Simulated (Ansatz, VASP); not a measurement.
Li27H26 in VASP and in Ansatz

```xyz
53
Lattice="0.0000 6.0107 -6.0107 6.0107 6.0107 0.0000 6.0107 0.0000 -6.0107" Properties=species:S:1:pos:R:3 pbc="T T T"
Li    3.9589    6.0107   -6.0107
Li    6.0107    8.0624   -6.0107
Li    8.0140   10.0179   -6.0107
Li    4.0104    4.0104   -4.0104
Li    6.0107    6.0107   -3.9589
Li    2.0002    2.0002   -4.0104
Li    4.0104    8.0109   -8.0109
Li    6.0107   10.0179   -8.0140
Li    2.0034    6.0107   -8.0140
Li    2.0034    6.0107   -4.0073
Li    4.0104    8.0109   -4.0104
Li    0.0000    4.0073   -4.0073
Li    2.0002    4.0104   -2.0002
Li    4.0073    6.0107   -2.0034
Li    0.0000    2.0034   -2.0034
Li    2.0034    8.0140   -6.0107
Li    4.0073   10.0179   -6.0107
Li    0.0000    6.0107   -6.0107
Li    6.0107    6.0107   -8.0624
Li    8.0109    8.0109   -8.0109
Li    4.0104    4.0104   -8.0109
Li    6.0107    3.9589   -6.0107
Li    8.0624    6.0107   -6.0107
Li    4.0073    2.0034   -6.0107
Li    6.0107    8.0140  -10.0179
Li    8.0109   10.0211  -10.0211
Li    4.0073    6.0107  -10.0179
H     8.0145    8.0145   -6.0107
H     4.0068    4.0068   -6.0107
H     6.0107    4.0068   -4.0068
H     8.0145    6.0107   -4.0068
H     4.0080    2.0026   -4.0080
H     6.0107    8.0145   -8.0145
H     8.0133   10.0187   -8.0133
H     4.0068    6.0107   -8.0145
H     4.0068    6.0107   -4.0068
H     6.0107    8.0145   -4.0068
H     2.0026    4.0080   -4.0080
H     4.0080    4.0080   -2.0026
H     6.0107    6.0107   -1.9968
H     2.0026    2.0026   -2.0026
H     4.0068    8.0145   -6.0107
H     6.0107   10.0245   -6.0107
H     1.9968    6.0107   -6.0107
H     8.0145    6.0107   -8.0145
H    10.0187    8.0133   -8.0133
H     6.0107    4.0068   -8.0145
H     8.0145    4.0068   -6.0107
H    10.0245    6.0107   -6.0107
H     6.0107    1.9968   -6.0107
H     8.0133    8.0133  -10.0187
H    10.0187   10.0187  -10.0187
H     6.0107    6.0107  -10.0245
```

Change from the starting cell: H vacancy (site b), charge +0, atoms relaxed at the host's cell, started again with a moment of 3 muB.

Alike in both runs: functional PBE; k mesh 1 × 1 × 1; occupations gaussian, width 0.01 eV; collinear spin.

Ansatz relaxed the structure, and its values are those at the end. VASP's run is a single point on that final structure, the one shown.

|  | VASP | Ansatz |
| --- | --- | --- |
| version | VASP 6.6.1 | Ansatz 0.2.0 |
| potentials or method | VASP PAW PBE potentials, release 64 (Li_sv, H), cutoff 520 eV | scalar-relativistic, plane waves, PAW |
| valence electrons in the cell | 107 | 107 |

|  | VASP | Ansatz | Ansatz less VASP |
| --- | --- | --- | --- |
| gap on the k mesh at the Fermi level (eV) | 1.40 | 1.40 | 0.000 |
| least direct gap on the mesh (eV) | 1.40 | 1.40 | 0.000 |
| rms of the force components (eV/Å) | 0.004 | 0.004 | -0.0005 |
| net moment per atom (μB) | 0.02 | 0.02 | 0.000 |

Noted on VASP's run: the cutoff is under 1.25 times that of the potentials, so the pressure is a little rough.
